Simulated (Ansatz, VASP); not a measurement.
**Two plane-wave programs on Sc**

```
CELL_PARAMETERS angstrom
-1.79734 1.79734 1.79734
1.79734 -1.79734 1.79734
1.79734 1.79734 -1.79734
ATOMIC_POSITIONS crystal
Sc 0.00000 0.00000 0.00000
```

Alike in both runs: task single point; functional BLYP; k mesh 14 × 14 × 14; occupations fermi-dirac, width 0.1 eV; no spin polarisation.

|  | VASP | Ansatz |
| --- | --- | --- |
| version | VASP 6.6.1 | Ansatz 0.2.0 |
| potentials or method | VASP PAW PBE potentials, release 64 (Sc_sv), cutoff 520 eV | plane waves (420 eV) with PAW, scalar-relativistic |
| valence electrons in the cell | 11 | 11 |

```csv
,VASP,Ansatz,Ansatz less VASP
pressure (GPa),4.8,4.8,-0.03
```

VASP's potentials were made for PBE, not for BLYP.
